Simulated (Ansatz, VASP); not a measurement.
**One calculation of BaZrO3, two programs**

```
Ba Zr O
1.0
    -2.94860    2.94860    4.19011
     2.94860   -2.94860    4.19011
     2.94860    2.94860   -4.19011
Ba Zr O
2 2 6
Direct
  0.75000 0.25000 0.50000
  0.25000 0.75000 0.50000
  0.00000 0.00000 0.00000
  0.50000 0.50000 0.00000
  0.75000 0.75000 0.00000
  0.25000 0.25000 0.00000
  0.22608 0.72608 0.95216
  0.77392 0.27392 0.04784
  0.72608 0.77392 0.50000
  0.27392 0.22608 0.50000
```

Alike in both runs: task single point; functional PBEsol; k mesh 6 × 6 × 6; occupations gaussian, width 0.05 eV; no spin polarisation.

```csv
,VASP,Ansatz
version,VASP 6.6.1,Ansatz 0.2.0
potentials or method,"VASP PAW PBE potentials, release 64 (Ba_sv, Zr_sv, O_h), cutoff 910 eV","scalar-relativistic, plane waves, PAW"
valence electrons in the cell,80,80
```

|  | VASP | Ansatz | Ansatz less VASP |
| --- | --- | --- | --- |
| gap on the k mesh at the Fermi level (eV) | 3.23 | 3.26 | +0.036 |
| least direct gap on the mesh (eV) | 3.23 | 3.27 | +0.044 |
| rms of the force components (eV/Å) | 0.012 | 0.000 | -0.0124 |

VASP's potentials were made for PBE, not for PBEsol. Atom by atom the forces differ by 0.012 eV/Å (rms over components).

Neither program's run includes spin-orbit coupling. Noted on VASP's run: the cutoff is short for stress, so the pressure is rough.
